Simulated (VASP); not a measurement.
A run of VASP 6.6.1:

The input INCAR:

```
SYSTEM = Mo
ALGO = Normal
EDIFF = 1E-6
ENCUT = 520
GGA = RP
GGA_COMPAT = .FALSE.
ISIF = 2
ISMEAR = -1
IVDW = 12
LASPH = .TRUE.
LCHARG = .FALSE.
LMAXMIX = 4
LNONCOLLINEAR = .TRUE.
LORBIT = 11
LORBMOM = .TRUE.
LREAL = .FALSE.
LSORBIT = .TRUE.
LWAVE = .FALSE.
MAGMOM = 0 0 0
NBANDS = 25
NELM = 150
PREC = Accurate
SIGMA = 0.05
```

Contents of KPOINTS:

```
k-points
0
G
  12 12 12
  0 0 0
```

File POSCAR:

```
Mo
1.0
   -1.5838089719      1.5838089719      1.5838089719
    1.5838089719     -1.5838089719      1.5838089719
    1.5838089719      1.5838089719     -1.5838089719
Mo
1
Direct
    0.0000000000      0.0000000000      0.0000000000
```

Potentials or basis: VASP PAW PBE potentials, release 64 (Mo_sv).

Command:

```sh
$ cat potpaw_PBE.64/Mo_sv/POTCAR > POTCAR
$ mpirun -np 1 vasp_ncl > vasp.out
```

Hardware: 1 thread of Intel(R) Xeon(R) Platinum 8488C (Sapphire Rapids) (shared host).

Problem. Estimate the wall time of this run.

Solution. Wall time 41 s on 1 thread of Intel(R) Xeon(R) Platinum 8488C (Sapphire Rapids) (shared host), peak memory 0.19 GiB. Counts: scf iterations 12, k points 72.
